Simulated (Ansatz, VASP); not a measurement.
## One calculation of C4S, two programs

```
CELL_PARAMETERS angstrom
-2.24146 2.24146 2.24146
2.24146 -2.24146 2.24146
2.24146 2.24146 -2.24146
ATOMIC_POSITIONS crystal
C 0.44312 0.44312 0.44312
C 0.55688 0.00000 0.00000
C 0.00000 0.00000 0.55688
C 0.00000 0.55688 0.00000
S 0.00000 0.00000 0.00000
```

Alike in both runs: functional PBE; k mesh 6 × 6 × 6; occupations gaussian, width 0.1 eV; no spin polarisation.

Ansatz relaxed the structure, and its values are those at the end. VASP's run is a single point on that final structure, the one shown.

|  | VASP | Ansatz |
| --- | --- | --- |
| version | VASP 6.6.1 | Ansatz 0.2.0 |
| potentials or method | VASP PAW PBE potentials, release 64 (C, S), cutoff 520 eV | scalar-relativistic, plane waves, PAW |
| valence electrons in the cell | 22 | 22 |

```tsv
	VASP	Ansatz	Ansatz less VASP
gap on the k mesh at the Fermi level (eV)	none	none	-
pressure (GPa)	-0.8	-0.3	+0.47
rms of the force components (eV/Å)	0.027	0.001	-0.0263
```

A gap of «none» marks a metal or a gap that the smearing closes.
